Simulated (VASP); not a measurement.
NaF: single point with PBE

The system is NaF.

```
CELL_PARAMETERS angstrom
0.00000 2.60795 1.84382
2.60795 0.00000 1.84382
2.60795 2.60795 0.00000
ATOMIC_POSITIONS crystal
Na 0.00000 0.00000 0.00000
F 0.50000 0.50000 0.50000
```

This cell differs from its parent crystal: ratio of the length along z to the lengths across it x 0.707, volume and fractional coordinates fixed.

* Program: VASP 6.6.1
* Task: single point
* Functional: PBE
* Potentials or basis: VASP PAW PBE potentials, release 64 (Na_sv, F)
* Cutoff: 1130 eV
* k mesh: 10 × 10 × 10
* Occupations: gaussian, width 0.05 eV
* Spin: no spin polarisation

The pressure is 22.4 GPa and the band gap on the k mesh is 5.78 eV.

Stress tensor (GPa, compression positive):
```
-2.16  0.00  0.00
 0.00 -2.16  0.00
 0.00  0.00 71.52
```

Levels at points of the mesh, in eV from the valence-band top:
```csv
k point,band 5,band 6,band 7,band 8,band 9,band 10,band 11,band 12
"(0.00, 0.00, 0.00)",-18.82,-0.29,-0.29,0.00,5.78,19.28,19.28,19.31
"(0.50, 0.00, 0.00)",-17.14,-1.78,-0.72,-0.56,10.49,11.99,17.36,20.75
"(0.50, 0.50, 0.00)",-18.93,-1.03,-1.03,-0.66,11.14,15.48,16.40,16.95
"(0.50, 0.00, 0.50)",-18.82,-1.68,-0.34,-0.27,11.37,12.55,15.37,20.32
```

It took 74 s on 1 thread of Intel(R) Xeon(R) Platinum 8375C CPU @ 2.90GHz (Ice Lake) (shared host), peak memory 0.27 GiB.

Caveat: the stress differs along the axes, from -2 to 72 GPa. A k mesh can miss the band edges.
